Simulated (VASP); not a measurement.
Ru: single point with PBEsol

The system is Ru, a slab with vacuum.

```xyz
12
Lattice="5.4000 0.0000 0.0000 2.7000 4.6765 0.0000 0.0000 0.0000 15.2768" Properties=species:S:1:pos:R:3 pbc="T T T"
Ru    0.0000    0.0000    1.0000
Ru    2.7000    0.0000    1.0000
Ru    1.3500    2.3383    1.0000
Ru    4.0500    2.3383    1.0000
Ru    0.1331    1.6171    3.0326
Ru    2.7151    1.6401    3.0283
Ru    1.4621    3.9666    3.0323
Ru    4.2955    3.9691    3.0041
Ru    0.1384    0.0049    5.1295
Ru    2.8932   -0.0377    5.1045
Ru    1.4402    2.5278    5.0673
Ru    4.2175    2.4477    4.8960
```

| Quantity | Value |
| --- | --- |
| Program | VASP 6.6.1 |
| Task | single point |
| Functional | PBEsol |
| Potentials or basis | VASP PAW PBE potentials, release 64 (Ru_pv) |
| Cutoff | 520 eV |
| k mesh | 2 × 2 × 1 |
| Occupations | fermi-dirac, width 0.1 eV |
| Spin | no spin polarisation |

| Property | Result |
| --- | --- |
| Largest force | 3.264 eV/Å |
| Band gap on the k mesh | zero (bands 84 and 85 overlap by 0.77 eV) |

Forces on the atoms (eV/Å):
```
Ru   0.769  0.296  0.318
Ru   0.767  0.588 -0.851
Ru   0.429  0.253 -0.441
Ru   0.429  0.124 -0.089
Ru  -0.269 -0.860 -0.685
Ru   1.029 -0.665 -0.300
Ru   0.090  0.139 -0.278
Ru  -2.762  0.347  0.167
Ru   0.124  0.347 -1.459
Ru  -0.625  1.325 -0.255
Ru   0.385 -1.434  0.662
Ru  -0.365 -0.460  3.210
```

Levels at points of the mesh, in eV from the Fermi level:
```csv
k point,band 83,band 84,band 85,band 86,band 87,band 88
"(0.00, 0.00, 0.00)",0.62,0.64,0.75,1.10,1.20,1.21
"(0.50, 0.00, 0.00)",-0.50,-0.17,-0.13,0.00,0.04,0.14
"(0.50, 0.50, 0.00)",-0.25,-0.17,-0.13,-0.09,0.05,0.29
"(0.00, 0.50, 0.00)",-0.46,-0.17,-0.12,0.00,0.14,0.28
```

Run time: 12 min on 1 thread of Intel(R) Xeon(R) Platinum 8259CL CPU @ 2.50GHz (Skylake/Cascade Lake), on a shared host, peak memory 0.48 GiB.

Caveat: the k points lie up to 0.67 Å⁻¹ apart, too coarse for converged energies and pressures of a metal; the atoms stand as in a frame of molecular dynamics; there is no dipole correction, which matters where the two faces differ; the PAW data sets were made with another functional, which shifts forces and pressure a little.
